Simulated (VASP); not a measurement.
# TiPt3: density of states with PBE

Crystal: TiPt3.

```xyz
4
Lattice="3.8970 0.0000 0.0000 0.0000 3.8970 0.0000 0.0000 0.0000 3.8970" Properties=species:S:1:pos:R:3 pbc="T T T"
Ti    0.0000    0.0000    0.0000
Pt    0.0000    1.9485    1.9485
Pt    1.9485    0.0000    1.9485
Pt    1.9485    1.9485    0.0000
```

```yaml
Program: VASP 6.6.1
Task: density of states
Functional: PBE
Potentials_or_basis: VASP PAW PBE potentials, release 64 (Ti_sv, Pt)
Cutoff: 520 eV
k_mesh: 9 × 9 × 9
Occupations: fermi-dirac, width 0.05 eV
Spin: no spin polarisation
Dipole_correction: no
k_mesh_for_the_DOS: 14 × 14 × 14
Occupations_for_the_DOS: tetrahedron
Further_INCAR_settings: ALGO = Normal; EDIFF = 1e-06
```

```yaml
Valence_electrons_inside_the_program's_atomic_spheres: Ti 10.16; Pt 9.47
```

Levels at points of the mesh, in eV from the Fermi level:
| k point | band 18 | band 19 | band 20 | band 21 | band 22 | band 23 | band 24 | band 25 |
| --- | --- | --- | --- | --- | --- | --- | --- | --- |
| (0.00, 0.00, 0.00) | 0.03 | 0.03 | 0.03 | 1.39 | 1.39 | 1.58 | 1.58 | 1.58 |
| (0.50, 0.00, 0.00) | -2.69 | -2.63 | -1.40 | -0.22 | -0.22 | 0.04 | 0.45 | 0.76 |
| (0.50, 0.50, 0.00) | -3.14 | -2.47 | -2.32 | -2.28 | 0.20 | 0.20 | 0.36 | 1.49 |
| (0.50, 0.50, 0.50) | -0.70 | -0.70 | -0.70 | -0.47 | -0.47 | -0.47 | 1.19 | 1.19 |

Run time: 2.9 min on 1 thread of AMD EPYC 7R43 64-Core Processor (Zen 3) (shared host), peak memory 0.25 GiB.

Caveat: spin-orbit coupling is left out, which moves the levels of the heavy elements.
